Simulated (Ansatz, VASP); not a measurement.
HfC in VASP and in Ansatz

Contents of POSCAR:

```
HfC
1.0
    0.0000000000      2.3250000000      2.3250000000
    2.3250000000      0.0000000000      2.3250000000
    2.3250000000      2.3250000000      0.0000000000
Hf C
1 1
Direct
    0.5000000000      0.5000000000      0.5000000000
    0.0000000000      0.0000000000      0.0000000000
```

Contents of INCAR.step1:

```
SYSTEM = HfC
PREC     = Accurate       ! precision mode
ENCUT    = 520            ! plane-wave cutoff, eV
EDIFF    = 1E-5           ! SCF threshold, eV
ISMEAR   = -1             ! smearing method
SIGMA    = 0.05           ! smearing width, eV
LREAL    = .False.        ! projectors in reciprocal space
LASPH    = .True.         ! aspherical terms in the spheres
NELM     = 100            ! most SCF steps
ALGO     = Normal         ! electronic algorithm
ISIF     = 2              ! what is computed and relaxed
LWAVE    = .True.         ! write WAVECAR
LCHARG   = .False.        ! write CHGCAR
GGA      = PE             ! functional
NBANDS   = 14             ! bands
```

The input INCAR.step2:

```
SYSTEM = HfC
PREC     = Accurate       ! precision mode
ENCUT    = 520            ! plane-wave cutoff, eV
EDIFF    = 1E-6           ! SCF threshold, eV
ISMEAR   = -1             ! smearing method
SIGMA    = 0.05           ! smearing width, eV
LREAL    = .False.        ! projectors in reciprocal space
LASPH    = .True.         ! aspherical terms in the spheres
NELM     = 100            ! most SCF steps
ALGO     = Normal         ! electronic algorithm
ISIF     = 2              ! what is computed and relaxed
LWAVE    = .False.        ! write WAVECAR
LCHARG   = .False.        ! write CHGCAR
GGA      = PE             ! functional
LHFCALC  = .True.         ! exact exchange
HFSCREEN = 0.2079         ! screening, 1/A
PRECFOCK = Normal       
ISTART   = 1            
NBANDS   = 14             ! bands
```

KPOINTS

```
Automatic mesh
0
Gamma
  6 6 6
  0 0 0
```

The input input:

```
crystal:
  lattice:
    - [0.0, 2.325, 2.325]
    - [2.325, 0.0, 2.325]
    - [2.325, 2.325, 0.0]
  atoms:
    - { symbol: Hf, position: [0.5, 0.5, 0.5] }
    - { symbol: C, position: [0.0, 0.0, 0.0] }
hamiltonian:
  xc: hse06
  pseudopotentials: { kind: paw }
kpoints:
  mp_grid: { grid: [6, 6, 6] }
scf:
  occupations: { method: fermi_dirac, width: 0.05 }
output:
  forces: true
  stress: true
  eigenvalues: true
```

Alike in both runs: task single point; functional HSE06; k mesh 6 × 6 × 6; occupations fermi-dirac, width 0.05 eV; no spin polarisation.

|  | VASP | Ansatz |
| --- | --- | --- |
| version | VASP 6.6.1 | Ansatz 0.2.0 |
| potentials or method | VASP PAW PBE potentials, release 64 (Hf_pv, C) | Ansatz PAW |
| plane-wave cutoff (eV) | 520 | 420 |
| valence electrons in the cell | 14 | 30 |

|  | VASP | Ansatz | Ansatz less VASP |
| --- | --- | --- | --- |
| gap on the k mesh at the Fermi level (eV) | none | none | - |
| pressure (GPa) | -4.2 | -1.3 | +2.89 |

A gap of «none» marks a metal or a gap that the smearing closes. VASP's potentials hold 14 valence electrons a cell and Ansatz's 30, so a difference there can come from the potentials and not from the codes.

The k mesh is coarse, so the values compare programs but aren't converged. Neither program's run includes spin-orbit coupling.
